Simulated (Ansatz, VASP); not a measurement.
**Two plane-wave programs on Te2Mo**

```
Te Mo
1.0
     3.47100    0.00000    0.00000
    -1.73550    3.00597    0.00000
     0.00000    0.00000   30.20652
Te Mo
6 3
Cartesian
  0.0000 0.0000 28.4097
  0.0000 2.0040 21.5340
  0.0000 2.0040 5.0824
  0.0000 2.0040 25.1242
  0.0000 2.0040 8.6725
  0.0000 0.0000 1.7968
  0.0000 0.0000 23.3262
  0.0000 0.0000 6.8804
  0.0000 2.0040 0.0000
```

Alike in both runs: functional LDA; k mesh 12 × 12 × 1; occupations gaussian, width 0.02 eV; no spin polarisation.

Ansatz relaxed the structure, and its values are those at the end. VASP's run is a single point on that final structure, the one shown.

|  | VASP | Ansatz |
| --- | --- | --- |
| version | VASP 6.6.1 | Ansatz 0.2.0 |
| potentials or method | VASP PAW LDA potentials, release 64 (Te, Mo_sv), cutoff 520 eV | scalar-relativistic, plane waves, PAW |
| valence electrons in the cell | 78 | 138 |

```tsv
	VASP	Ansatz	Ansatz less VASP
gap on the k mesh at the Fermi level (eV)	0.82	0.83	+0.011
least direct gap on the mesh (eV)	1.15	1.15	-0.001
rms of the force components (eV/Å)	0.027	0.000	-0.0266
```

LDA's correlation is that of Perdew and Zunger in VASP and of Perdew and Wang (1992) in Ansatz. VASP's potentials hold 78 valence electrons a cell and Ansatz's 138, so a difference there can come from the potentials and not from the codes.

Spin-orbit coupling is off throughout.
